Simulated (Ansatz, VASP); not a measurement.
Two plane-wave programs on BeAu3

Contents of INCAR:

```
SYSTEM = BeAu3
PREC     = Accurate       ! precision mode
ENCUT    = 520            ! plane-wave cutoff, eV
EDIFF    = 1E-6           ! SCF threshold, eV
ISMEAR   = -1             ! smearing method
SIGMA    = 0.05           ! smearing width, eV
LREAL    = .False.        ! projectors in reciprocal space
LASPH    = .True.         ! aspherical terms in the spheres
NELM     = 100            ! most SCF steps
ALGO     = Normal         ! electronic algorithm
ISIF     = 2              ! what is computed and relaxed
LWAVE    = .False.        ! write WAVECAR
LCHARG   = .False.        ! write CHGCAR
GGA      = PE             ! functional
NBANDS   = 26             ! bands
```

Contents of KPOINTS:

```
regular mesh
0
Gamma
  7 7 7
  0 0 0
```

The input POSCAR:

```
BeAu3
1.0
    3.9847809874      0.0000000000      0.0000000000
    0.0000000000      3.9847809874      0.0000000000
    0.0000000000      0.0000000000      3.9847809874
Au Be
3 1
Direct
    0.5000000000      0.5000000000      0.0000000000
    0.5000000000      0.0000000000      0.5000000000
    0.0000000000      0.5000000000      0.5000000000
    0.0000000000      0.0000000000      0.0000000000
```

File input.yaml:

```yaml
crystal:
  lattice:
    - [3.9847809874, 0.0, 0.0]
    - [0.0, 3.9847809874, 0.0]
    - [0.0, 0.0, 3.9847809874]
  atoms:
    - { symbol: Au, position: [0.5, 0.5, 0.0] }
    - { symbol: Au, position: [0.5, 0.0, 0.5] }
    - { symbol: Au, position: [0.0, 0.5, 0.5] }
    - { symbol: Be, position: [0.0, 0.0, 0.0] }
hamiltonian:
  xc: pbe
  pseudopotentials: { kind: paw }
kpoints:
  mp_grid: { grid: [7, 7, 7] }
scf:
  occupations: { method: fermi_dirac, width: 0.05 }
output:
  forces: true
  stress: true
  eigenvalues: true
  write_density: true
  write_potential: true
  elf: true
  volumetric_format: npy
```

Alike in both runs: task single point; functional PBE; k mesh 7 × 7 × 7; occupations fermi-dirac, width 0.05 eV; no spin polarisation.

|  | VASP | Ansatz |
| --- | --- | --- |
| version | VASP 6.6.1 | Ansatz 0.2.0 |
| potentials or method | VASP PAW PBE potentials, release 64 (Au, Be) | Ansatz PAW |
| plane-wave cutoff (eV) | 520 | 420 |
| valence electrons in the cell | 35 | 59 |

```tsv
	VASP	Ansatz	Ansatz less VASP
gap on the k mesh at the Fermi level (eV)	none	none	-
pressure (GPa)	1.4	1.7	+0.30
```

A gap of «none» marks a metal or a gap that the smearing closes. With one functional, cell and mesh, what is left measures potentials, basis and numerics. VASP's potentials hold 35 valence electrons a cell and Ansatz's 59, so a difference there can come from the potentials and not from the codes.

Spin-orbit coupling is off throughout.
